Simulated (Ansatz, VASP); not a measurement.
# AgCl in VASP and in Ansatz

```
Ag Cl
1.0
     3.39559    0.00000    0.00000
     0.00000    3.39559    0.00000
     0.00000    0.00000    3.39559
Ag Cl
1 1
Direct
  0.00000 0.00000 0.00000
  0.50000 0.50000 0.50000
```

Alike in both runs: task single point; functional PBE-based screened hybrid; k mesh 4 × 4 × 4; no spin polarisation.

|  | VASP | Ansatz |
| --- | --- | --- |
| version | VASP 6.6.1 | Ansatz 0.2.0 |
| potentials or method | VASP PAW PBE potentials, release 64 (Ag, Cl) | plane waves |
| plane-wave cutoff (eV) | 520 | 420 |
| occupations | gaussian, width 0.01 eV | fixed |
| valence electrons in the cell | 18 | 26 |

Ansatz gave:

```
gap on the k mesh at the Fermi level (eV) : 1.62
pressure (GPa)                            : 1.6
```

Problem. Estimate VASP's values.

Solution. gap on the k mesh at the Fermi level (eV): 1.63; pressure (GPa): 1.3.

VASP's potentials were made for PBE, not for PBE-based screened hybrid. VASP's potentials hold 18 valence electrons a cell and Ansatz's 26, so a difference there can come from the potentials and not from the codes. Ansatz's warnings: stress exchange threshold loose, stress scf threshold loose.

The k mesh is coarse, so the values compare programs but aren't converged.
